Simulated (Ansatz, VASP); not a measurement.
P in VASP and in Ansatz

```
P
1.0
     3.28000    0.00000    0.00000
    -1.64000    2.84056    0.00000
     0.00000    0.00000   28.00000
P
2
Cartesian
  0.0000 1.8937 14.2620
  1.6400 0.9469 13.7380
```

Alike in both runs: task single point; functional r2SCAN; k mesh 9 × 9 × 1; occupations gaussian, width 0.02 eV; no spin polarisation.

|  | VASP | Ansatz |
| --- | --- | --- |
| version | VASP 6.6.1 | Ansatz 0.2.0 |
| potentials or method | VASP PAW PBE potentials, release 64 (P), cutoff 520 eV | scalar-relativistic, plane waves, PAW |
| valence electrons in the cell | 10 | 10 |

Ansatz gave:

```
gap on the k mesh at the Fermi level (eV) : none
rms of the force components (eV/Å)        : 2.338
```

Question: Estimate VASP's values.

Answer: gap on the k mesh at the Fermi level (eV): none; rms of the force components (eV/Å): 2.314.

VASP's potentials were made for PBE, not for r2SCAN. Atom by atom the forces differ by 0.024 eV/Å (rms over components). A gap of «none» marks a metal or a gap that the smearing closes. The functional is the same, so the differences come from potentials, cutoffs and numerics.
